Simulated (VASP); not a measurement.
# CaS (Fm-3m) in VASP: further runs, part 2 of 2

VASP 6.6.1. Earlier steps stand in the parts before.

**4. Single point, r2SCAN (volume scaled by 1.04)**

Contents of POSCAR:

```
CaS
1.0
    0.0000000000      2.8842488341      2.8842488341
    2.8842488341      0.0000000000      2.8842488341
    2.8842488341      2.8842488341      0.0000000000
Ca S
1 1
Direct
    0.5000000000      0.5000000000      0.5000000000
    0.0000000000      0.0000000000      0.0000000000
```

Contents of INCAR.step1:

```
SYSTEM = CaS
PREC = Accurate ; ENCUT = 550
ISMEAR = 0 ; SIGMA = 0.05
LREAL = .False. ; LASPH = .True.
NELM = 120 ; NBANDS = 15
GGA = PE ; ALGO = Normal
EDIFF = 1E-5 ; LWAVE = .True.
LCHARG = .False. ; GGA_COMPAT = .False.
```

Contents of INCAR.step2:

```
SYSTEM = CaS
PREC = Accurate ; ENCUT = 550
EDIFF = 1E-6 ; ISMEAR = 0
SIGMA = 0.05 ; LREAL = .False.
LASPH = .True. ; NELM = 120
ALGO = Normal ; ISIF = 2
LWAVE = .False. ; LCHARG = .True.
METAGGA = R2SCAN ; LMIXTAU = .True.
LELF = .True. ; LVHAR = .True.
NBANDS = 15 ; ISTART = 1
GGA_COMPAT = .False.
```

Contents of KPOINTS:

```
Automatic mesh
0
Gamma
  8 8 8
  0 0 0
```

Potentials or basis: VASP PAW PBE potentials, release 64 (Ca_sv, S).

The run is started by

```bash
$ cat potpaw_PBE.64/Ca_sv/POTCAR potpaw_PBE.64/S/POTCAR > POTCAR
$ cp INCAR.step1 INCAR
$ mpirun -np 1 vasp_std > vasp.out
$ cp INCAR.step2 INCAR
$ mpirun -np 1 vasp_std > vasp.out
```

OUTCAR:

```text
SYSTEM = CaS
   PREC = Accurate
   ENCUT = 550
   EDIFF = 1E-6
   ISMEAR = 0
   LREAL = .False.
   LASPH = .True.
   NELM = 120
   ISIF = 2
   METAGGA = R2SCAN
   ISTART = 1

 ion  position               nearest neighbor table
   1  0.500  0.500  0.500-   2 2.88   2 2.88   2 2.88   2 2.88   2 2.88   2 2.88
   2  0.000  0.000  0.000-   1 2.88   1 2.88   1 2.88   1 2.88   1 2.88   1 2.88

  LATTYP: Found a face centered cubic cell.
 ALAT       =     5.7684976682

  Lattice vectors:

 A1 = (   0.0000000000,   2.8842488341,   2.8842488341)
 A2 = (   2.8842488341,   0.0000000000,   2.8842488341)
 A3 = (   2.8842488341,   2.8842488341,   0.0000000000)

Analysis of symmetry for initial positions (statically):
=====================================================================
 Subroutine PRICEL returns:
 Original cell was already a primitive cell.

 Routine SETGRP: Setting up the symmetry group for a
 face centered cubic supercell.

 Subroutine GETGRP returns: Found 48 space group operations
 (whereof 48 operations were pure point group operations)
 out of a pool of 48 trial point group operations.

The static configuration has the point symmetry O_h .

Analysis of symmetry for dynamics (positions and initial velocities):
=====================================================================
 Subroutine PRICEL returns:
 Original cell was already a primitive cell.

 Routine SETGRP: Setting up the symmetry group for a
 face centered cubic supercell.

 Subroutine GETGRP returns: Found 48 space group operations
 (whereof 48 operations were pure point group operations)
 out of a pool of 48 trial point group operations.

The dynamic configuration has the point symmetry O_h .

 Subroutine INISYM returns: Found 48 space group operations
 (whereof 48 operations are pure point group operations),
 and found     1 'primitive' translations

----------------------------------------------------------------------------------------

                                     Primitive cell

[... 120 lines left out ...]
   LRPA    =     F    only Hartree local field effects (RPA)
 non-spin polarized calculation
 Gauss-broadening in eV      SIGMA  =   0.05
  energy-cutoff  :      550.00
  volume of cell :       47.99
 maximum number of plane-waves:      1424
   NGX = 15   NGY = 15   NGZ = 15

 number of electron      16.0000001 magnetization

 Free energy of the ion-electron system (eV)
  ---------------------------------------------------
  ext. energy  EPLUGINS =         0.00000000
  ---------------------------------------------------
  free energy    TOTEN  =       -19.93333936 eV

  energy without entropy =      -19.93333936  energy(sigma->0) =      -19.93333936

 E-fermi :   2.5265     XC(G=0):  -9.6073

 val. band max:        2.2206281995   @ k =   0.0000   0.0000   0.0000
 cond. band min:       5.1072127829   @ k =   0.5000   0.5000   0.0000
 fundamental gap:      2.8865845834
 Fermi energy:         2.5265341580

 k-point     1 :       0.0000    0.0000    0.0000
  band No.  band energies     occupation
      1     -38.6389      2.00000
      2     -18.7333      2.00000
      3     -18.7333      2.00000
      4     -18.7333      2.00000
      5      -9.4476      2.00000
      6       2.2206      2.00000
      7       2.2206      2.00000
      8       2.2206      2.00000
      9       6.8923      0.00000
     10       6.8963      0.00000
     11       6.8963      0.00000
     12       6.8963      0.00000
     13       7.5023      0.00000
     14       7.5023      0.00000
[... 401 lines left out ...]
      2     -18.8491      2.00000
      3     -18.7748      2.00000
      4     -18.7551      2.00000
      5      -8.7205      2.00000
      6      -0.3071      2.00000
      7       0.7902      2.00000
      8       1.1154      2.00000
      9       7.6963      0.00000
     10       8.0218      0.00000
     11       9.1435      0.00000
     12       9.4496      0.00000
     13       9.7377      0.00000
     14      10.6949      0.00000
     15      12.0076      0.00000

 [... further k-points ...]

------------------------ aborting loop because EDIFF is reached ----------------------------------------

  FORCE on cell =-STRESS in cart. coord.  units (eV):
  Direction    XX          YY          ZZ          XY          YZ          ZX
  --------------------------------------------------------------------------------------
  -------------------------------------------------------------------------------------
  Total       -0.5693072     -0.5693072     -0.5693072      0.0000000     -0.0000000      0.0000000
  in kB      -19.0076776    -19.0076776    -19.0076776      0.0000000     -0.0000000      0.0000000
  external PRESSURE =     -19.0076776 kB  Pullay stress =       0.0000000 kB

 VOLUME and BASIS-vectors are now :
 -----------------------------------------------------------------------------
  energy-cutoff  :      550.00
  volume of cell :       47.99
      direct lattice vectors                 reciprocal lattice vectors
     0.000000000  2.884248834  2.884248834    -0.173355362  0.173355362  0.173355362
     2.884248834  0.000000000  2.884248834     0.173355362 -0.173355362  0.173355362
     2.884248834  2.884248834  0.000000000     0.173355362  0.173355362 -0.173355362

 POSITION                                       TOTAL-FORCE (eV/Angst)
 -----------------------------------------------------------------------------------
      2.88425      2.88425      2.88425        -0.000000     -0.000000     -0.000000
      0.00000      0.00000      0.00000         0.000000      0.000000      0.000000
 -----------------------------------------------------------------------------------
    total drift:                                0.000000     -0.000000      0.000000

  FREE ENERGIE OF THE ION-ELECTRON SYSTEM (eV)
  ---------------------------------------------------
  free  energy   TOTEN  =       -19.9333393601 eV

  energy  without entropy=      -19.9333393601  energy(sigma->0) =      -19.93333936
```

OUTCAR.step1:

```text
SYSTEM = CaS
   PREC = Accurate
   ENCUT = 550
   ISMEAR = 0
   LREAL = .False.
   LASPH = .True.
[... 653 lines left out ...]
      2.88425      2.88425      2.88425         0.000000      0.000000      0.000000
      0.00000      0.00000      0.00000         0.000000     -0.000000      0.000000
 -----------------------------------------------------------------------------------
    total drift:                                0.000000     -0.000000      0.000000

  FREE ENERGIE OF THE ION-ELECTRON SYSTEM (eV)
  ---------------------------------------------------
  free  energy   TOTEN  =       -10.3599694727 eV

  energy  without entropy=      -10.3599694727  energy(sigma->0) =      -10.35996947
```

OSZICAR.step1:

```text
N       E                     dE             d eps       ncg     rms          rms(c)
DAV:   1     0.108093590658E+03    0.10809E+03   -0.78113E+03   870   0.101E+03
DAV:   2    -0.443189751232E+01   -0.11253E+03   -0.10745E+03  1066   0.266E+02
DAV:   3    -0.105557013555E+02   -0.61238E+01   -0.60923E+01  1626   0.509E+01
DAV:   4    -0.106234430036E+02   -0.67742E-01   -0.67728E-01  1011   0.528E+00
DAV:   5    -0.106252492944E+02   -0.18063E-02   -0.18062E-02  1276   0.682E-01    0.500E+00
DAV:   6    -0.103579514934E+02    0.26730E+00   -0.41974E-01  1003   0.331E+00    0.331E+00
DAV:   7    -0.103525527924E+02    0.53987E-02   -0.10911E-01  1133   0.205E+00    0.179E+00
DAV:   8    -0.103601338351E+02   -0.75810E-02   -0.21975E-02   969   0.118E+00    0.362E-01
DAV:   9    -0.103596271960E+02    0.50664E-03   -0.11873E-03  1081   0.313E-01    0.921E-02
DAV:  10    -0.103599254230E+02   -0.29823E-03   -0.33344E-04  1068   0.128E-01    0.284E-02
DAV:  11    -0.103599693126E+02   -0.43890E-04   -0.78620E-05  1031   0.709E-02    0.253E-02
DAV:  12    -0.103599694727E+02   -0.16012E-06   -0.39411E-06   674   0.149E-02
   1 F= -.10359969E+02 E0= -.10359969E+02  d E =-.703010E-17
```

It took 38 s on 1 thread of Intel Xeon 6975P-C (Granite Rapids), shared host; peak memory 0.2 GiB.

Results:

```yaml
Free_energy: -19.9333 eV
Pressure: -1.9 GPa
Band_gap_on_the_k_mesh: 2.89 eV, indirect (least direct gap 3.68 eV)
```

Levels at points of the mesh, in eV from the valence-band top:
| k point | band 5 | band 6 | band 7 | band 8 | band 9 | band 10 | band 11 | band 12 |
| --- | --- | --- | --- | --- | --- | --- | --- | --- |
| (0.00, 0.00, 0.00) | -11.67 | 0.00 | 0.00 | 0.00 | 4.67 | 4.68 | 4.68 | 4.68 |
| (0.50, 0.00, 0.00) | -10.92 | -2.97 | -1.08 | -1.08 | 5.70 | 6.55 | 6.69 | 6.69 |
| (0.50, 0.50, 0.00) | -11.07 | -2.23 | -0.80 | -0.80 | 2.89 | 6.11 | 6.58 | 7.25 |

Caveat: the PAW data sets were made with another functional, which shifts forces and pressure a little. A k mesh can miss the band edges.

**5. Overview**

| cell | gap on the mesh (eV) | pressure (GPa) |
| --- | --- | --- |
| a = 4.026 Å, angles 60.0°, 2 atoms | 2.80 | 0.4 |
| a = 4.053 Å, angles 60.0°, 2 atoms | 2.85 | -0.8 |
| a = 4.079 Å, angles 60.0°, 2 atoms | 2.89 | -1.9 |

Alike in all rows: task single point; level r2SCAN; potentials or basis VASP PAW PBE potentials, release 64 (Ca_sv, S); no spin polarisation; k mesh 8 × 8 × 8; cutoff (eV) 550; smearing gaussian 0.05 eV.

Caveats: the PAW data sets were made with another functional, which shifts forces and pressure a little.

Total energies depend on the potentials used, so only differences within one code and one set of settings carry meaning.
